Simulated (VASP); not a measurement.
# SrZrF3 (Pm-3m) in VASP: single point with PBE

Aim: the single point of SrZrF3 with PBE.

Everything below comes from runs of VASP 6.6.1. Logs are shortened: lines on timing, memory, paths and dates and some standing lists are left out, and cuts for length are marked.

### Step 1. The cell of the first run

It takes space group Pm-3m (No. 221, cubic). Conventional cell: a = 4.302 Å, b = 4.302 Å, c = 4.302 Å, α = 90.00°, β = 90.00°, γ = 90.00°. Sr (site symmetry m-3m) has 6 F at 2.15 Å within 2.8 Å. Within 4.0 Å of Zr (site symmetry m-3m) lie 12 F at 3.04 Å and 8 Sr at 3.73 Å. Within 2.8 Å of F (site symmetry 4/mmm) lie 2 Sr at 2.15 Å.

### Step 2. Single point, PBE

File INCAR:

```
SYSTEM = SrZrF3
PREC     = Accurate       ! precision mode
ENCUT    = 600            ! plane-wave cutoff, eV
EDIFF    = 1E-6           ! SCF threshold, eV
ISMEAR   = -1             ! smearing method
SIGMA    = 0.1            ! smearing width, eV
LREAL    = .False.        ! projectors in reciprocal space
LASPH    = .True.         ! aspherical terms in the spheres
NELM     = 120            ! most SCF steps
ALGO     = Normal         ! electronic algorithm
ISIF     = 2              ! what is computed and relaxed
LWAVE    = .False.        ! write WAVECAR
LCHARG   = .False.        ! write CHGCAR
GGA      = PE             ! functional
NBANDS   = 30             ! bands
GGA_COMPAT= .False.
```

File KPOINTS:

```
Automatic mesh
0
Gamma
  4 4 4
  0 0 0
```

File POSCAR:

```
SrZrF3
1.0
    4.3023280000      0.0000000000      0.0000000000
    0.0000000000      4.3023280000      0.0000000000
    0.0000000000      0.0000000000      4.3023280000
Sr Zr F
1 1 3
Direct
    0.0000000000      0.0000000000      0.0000000000
    0.5000000000      0.5000000000      0.5000000000
    0.0000000000      0.0000000000      0.5000000000
    0.5000000000      0.0000000000      0.0000000000
    0.0000000000      0.5000000000      0.0000000000
```

Potentials or basis: VASP PAW PBE potentials, release 64 (Sr_sv, Zr_sv, F).

Launch:

```bash
$ cat potpaw_PBE.64/Sr_sv/POTCAR potpaw_PBE.64/Zr_sv/POTCAR potpaw_PBE.64/F/POTCAR > POTCAR
$ mpirun -np 1 vasp_std > vasp.out
```

OUTCAR:

```text
SYSTEM = SrZrF3
   PREC = Accurate
   ENCUT = 600
   EDIFF = 1E-6
   ISMEAR = -1
   LREAL = .False.
   LASPH = .True.
   NELM = 120
   ISIF = 2
   GGA = PE

 ion  position               nearest neighbor table
   1  0.000  0.000  0.000-   3 2.15   4 2.15   5 2.15   3 2.15   5 2.15   4 2.15   2 3.73   2 3.73
                             2 3.73   2 3.73   2 3.73   2 3.73   2 3.73   2 3.73
   2  0.500  0.500  0.500-   1 3.73   1 3.73   1 3.73   1 3.73   1 3.73   1 3.73   1 3.73   1 3.73

   3  0.000  0.000  0.500-   1 2.15   1 2.15
   4  0.500  0.000  0.000-   1 2.15   1 2.15
   5  0.000  0.500  0.000-   1 2.15   1 2.15

  LATTYP: Found a simple cubic cell.
 ALAT       =     4.3023280000

  Lattice vectors:

 A1 = (   4.3023280000,   0.0000000000,   0.0000000000)
 A2 = (   0.0000000000,   4.3023280000,   0.0000000000)
 A3 = (   0.0000000000,   0.0000000000,   4.3023280000)

Analysis of symmetry for initial positions (statically):
=====================================================================
 Subroutine PRICEL returns:
 Original cell was already a primitive cell.

 Routine SETGRP: Setting up the symmetry group for a
 simple cubic supercell.

 Subroutine GETGRP returns: Found 48 space group operations
 (whereof 48 operations were pure point group operations)
 out of a pool of 48 trial point group operations.

The static configuration has the point symmetry O_h .

Analysis of symmetry for dynamics (positions and initial velocities):
=====================================================================
 Subroutine PRICEL returns:
 Original cell was already a primitive cell.

 Routine SETGRP: Setting up the symmetry group for a
 simple cubic supercell.

 Subroutine GETGRP returns: Found 48 space group operations
 (whereof 48 operations were pure point group operations)
 out of a pool of 48 trial point group operations.

The dynamic configuration has the point symmetry O_h .

 Subroutine INISYM returns: Found 48 space group operations
 (whereof 48 operations are pure point group operations),
 and found     1 'primitive' translations

----------------------------------------------------------------------------------------

                                     Primitive cell

  volume of cell :      79.6362

  direct lattice vectors                    reciprocal lattice vectors
[... 69 lines left out ...]
   PREC   = accura    normal or accurate (medium, high low for compatibility)
   ISTART =      0    job   : 0-new  1-cont  2-samecut
   ICHARG =      2    charge: 1-file 2-atom 10-const
   ISPIN  =      1    spin polarized calculation?
   LNONCOLLINEAR =      F non collinear calculations
   LSORBIT =      F    spin-orbit coupling
   LASPH  =      T    aspherical Exc in radial PAW
   ENCUT  =  600.0 eV  44.10 Ry    6.64 a.u.   8.59  8.59  8.59*2*pi/ulx,y,z
   NELM   =    120;   NELMIN=  2; NELMDL= -5     # of ELM steps
   EDIFF  = 0.1E-05   stopping-criterion for ELM
   LREAL  =      F    real-space projection
[... 7 lines left out ...]
   TEBEG  =    0.0;   TEEND  =   0.0 temperature during run
   PSTRESS=    0.0 pullay stress
   NELECT =      43.0000    total number of electrons
   NUPDOWN=      -1.0000    fix difference up-down
   EMIN   =  10.00;   EMAX   =-10.00  energy-range for DOS
   EFERMI =   0.00;   METHOD = LEGACY
   ISMEAR =    -1;   SIGMA  =   0.10  broadening in eV -4-tet -1-fermi 0-gaus
   EFERMI_NEDOS =   21; number of points for ismear=-14 and -15
   IALGO  =     38    algorithm
   IMIX   =      4    mixing-type and parameters
     AMIX     =   0.40;   BMIX     =  1.00
     AMIX_MAG =   1.60;   BMIX_MAG =  1.00
  volume/ion in A,a.u.               =      15.93       107.48
  Fermi-wavevector in a.u.,A,eV,Ry     =   1.333094  2.519183 24.179455  1.777140
  Thomas-Fermi vector in A             =   2.461979
   LORBIT       =      0    0 simple, 1 ext, 2 COOP (PROOUT), +10 PAW based schemes
   GGA     = PE    functional components
   LHFCALC =     F    Hartree Fock is set to
   AEXX    =    0.0000 exact exchange contribution
   IVDW    =     0    specifies the selected vdW correction
   LEPSILON=     F    determine dielectric tensor
   LRPA    =     F    only Hartree local field effects (RPA)
 non-spin polarized calculation
  energy-cutoff  :      600.00
  volume of cell :       79.64
 maximum number of plane-waves:      2680
 NGX is ok and might be reduce to    36
   NGX = 17   NGY = 17   NGZ = 17

 number of electron      42.9999988 magnetization

 Free energy of the ion-electron system (eV)
  ---------------------------------------------------
  ext. energy  EPLUGINS =         0.00000000
  ---------------------------------------------------
  free energy    TOTEN  =       -23.89064507 eV

  energy without entropy =      -23.65213018  energy(sigma->0) =      -23.77138762

 E-fermi :   5.5978     XC(G=0): -10.0466

 val. band max:        5.5848443094   @ k =   0.2500   0.2500   0.2500
 cond. band min:       5.7426555849   @ k =   0.5000   0.2500   0.2500
 fundamental gap:      0.1578112755
 Fermi energy:         5.5977527419

 k-point     1 :       0.0000    0.0000    0.0000
  band No.  band energies     occupation
      1     -45.0604      2.00000
      2     -28.4103      2.00000
      3     -23.0563      2.00000
      4     -23.0563      2.00000
      5     -23.0563      2.00000
      6     -19.6214      2.00000
[... 319 lines left out ...]
     29      10.0537      0.00000
     30      14.8593      0.00000

------------------------ aborting loop because EDIFF is reached ----------------------------------------

  FORCE on cell =-STRESS in cart. coord.  units (eV):
  Direction    XX          YY          ZZ          XY          YZ          ZX
  --------------------------------------------------------------------------------------
  -------------------------------------------------------------------------------------
  Total       11.7027660     11.7027660     11.7027660     -0.0000000      0.0000000     -0.0000000
  in kB      235.4445014    235.4445014    235.4445014     -0.0000000      0.0000000     -0.0000000
  external PRESSURE =     235.4445014 kB  Pullay stress =       0.0000000 kB

 VOLUME and BASIS-vectors are now :
 -----------------------------------------------------------------------------
  energy-cutoff  :      600.00
  volume of cell :       79.64
      direct lattice vectors                 reciprocal lattice vectors
     4.302328000  0.000000000  0.000000000     0.232432302  0.000000000  0.000000000
     0.000000000  4.302328000  0.000000000     0.000000000  0.232432302  0.000000000
     0.000000000  0.000000000  4.302328000     0.000000000  0.000000000  0.232432302

 POSITION                                       TOTAL-FORCE (eV/Angst)
 -----------------------------------------------------------------------------------
      0.00000      0.00000      0.00000         0.000000      0.000000      0.000000
      2.15116      2.15116      2.15116         0.000000      0.000000      0.000000
      0.00000      0.00000      2.15116         0.000000      0.000000      0.000000
      2.15116      0.00000      0.00000         0.000000      0.000000      0.000000
      0.00000      2.15116      0.00000         0.000000      0.000000      0.000000
 -----------------------------------------------------------------------------------
    total drift:                                0.000000      0.000000     -0.000000

  FREE ENERGIE OF THE ION-ELECTRON SYSTEM (eV)
  ---------------------------------------------------
  free  energy   TOTEN  =       -23.8906450651 eV

  energy  without entropy=      -23.6521301776  energy(sigma->0) =      -23.77138762
```

OSZICAR:

```text
N       E                     dE             d eps       ncg     rms          rms(c)
DAV:   1     0.379129144266E+03    0.37913E+03   -0.26020E+04   600   0.157E+03
DAV:   2    -0.513757015162E+01   -0.38427E+03   -0.37628E+03   732   0.391E+02
DAV:   3    -0.282699566748E+02   -0.23132E+02   -0.22323E+02   930   0.862E+01
DAV:   4    -0.292532424868E+02   -0.98329E+00   -0.95717E+00   840   0.126E+01
DAV:   5    -0.292853828977E+02   -0.32140E-01   -0.32135E-01   814   0.154E+00    0.464E+01
DAV:   6    -0.241588775479E+02    0.51265E+01   -0.19719E+01   650   0.242E+01    0.353E+01
DAV:   7    -0.239342352203E+02    0.22464E+00   -0.13719E+00   762   0.741E+00    0.122E+01
DAV:   8    -0.238845353705E+02    0.49700E-01   -0.17372E-01   758   0.224E+00    0.262E+00
DAV:   9    -0.238899952951E+02   -0.54599E-02   -0.30507E-02   700   0.104E+00    0.674E-01
DAV:  10    -0.238901908193E+02   -0.19552E-03   -0.18733E-03   782   0.245E-01    0.202E-01
DAV:  11    -0.238905700813E+02   -0.37926E-03   -0.46246E-04   690   0.123E-01    0.850E-02
DAV:  12    -0.238906385462E+02   -0.68465E-04   -0.10151E-04   732   0.590E-02    0.340E-02
DAV:  13    -0.238906439497E+02   -0.54035E-05   -0.12969E-05   726   0.209E-02    0.802E-03
DAV:  14    -0.238906451524E+02   -0.12027E-05   -0.13753E-06   522   0.727E-03    0.524E-03
DAV:  15    -0.238906450651E+02    0.87360E-07   -0.14141E-07   342   0.225E-03
   1 F= -.23890645E+02 E0= -.23771388E+02  d E =-.238515E+00
```

Wall time 97 s (1 thread of Intel Xeon 8259CL, shared host); peak memory 0.19 GiB.

What came out:

| Quantity | Value |
| --- | --- |
| Free energy | -23.8906 eV |
| Pressure | 23.5 GPa |
| Band gap on the k mesh | zero (an odd number of electrons rules out a gap without spin polarisation) |

Levels at points of the mesh, in eV from the Fermi level:
| k point | band 18 | band 19 | band 20 | band 21 | band 22 | band 23 | band 24 | band 25 | band 26 | band 27 |
| --- | --- | --- | --- | --- | --- | --- | --- | --- | --- | --- |
| (0.00, 0.00, 0.00) | -4.93 | -4.93 | -4.93 | -1.75 | -0.89 | -0.89 | 0.21 | 0.21 | 0.21 | 5.74 |
| (0.50, 0.00, 0.00) | -6.67 | -4.93 | -4.93 | -0.40 | -0.21 | 0.45 | 0.77 | 0.77 | 1.86 | 2.01 |
| (0.50, 0.50, 0.00) | -6.70 | -6.03 | -4.93 | -0.06 | 0.16 | 0.68 | 0.68 | 1.06 | 2.17 | 3.58 |
| (0.50, 0.50, 0.50) | -5.99 | -5.99 | -5.99 | -0.10 | -0.10 | -0.10 | 0.93 | 0.93 | 2.07 | 4.46 |

Caveat: the k points lie up to 0.37 Å⁻¹ apart, too coarse for converged energies and pressures of a metal; an odd number of electrons without spin polarisation forces a metal; a magnetic or distorted state may lie lower.

The gap in the log of VASP goes by the Fermi energy; the results here count the filled bands.